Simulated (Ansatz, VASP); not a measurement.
One calculation of InP, two programs

```
In P
1.0
     0.00000    2.93050    2.93050
     2.93050    0.00000    2.93050
     2.93050    2.93050    0.00000
In P
1 1
Direct
  0.00000 0.00000 0.00000
  0.75000 0.75000 0.75000
```

Alike in both runs: task relaxation of cell and atoms; functional RPBE; dispersion D3(BJ); k mesh 8 × 8 × 8; occupations fermi-dirac, width 0.05 eV; no spin polarisation.

|  | VASP | Ansatz |
| --- | --- | --- |
| version | VASP 6.6.1 | Ansatz 0.2.0 |
| potentials or method | VASP PAW PBE potentials, release 64 (In_d, P), cutoff 600 eV | all-electron LAPW, scalar-relativistic |

Ansatz gave:

| Quantity | Value |
| --- | --- |
| relaxed volume (Å³/atom) | 23.30 |
| relaxed cell length with the largest relative difference (Å) | 4.039 |

Task: What did VASP give for the same quantities?

Result: Relaxed volume (Å³/atom): 23.29; relaxed cell length with the largest relative difference (Å): 4.038.

VASP's potentials were made for PBE, not for RPBE. Ansatz ran all-electron here, and VASP with PAW potentials.
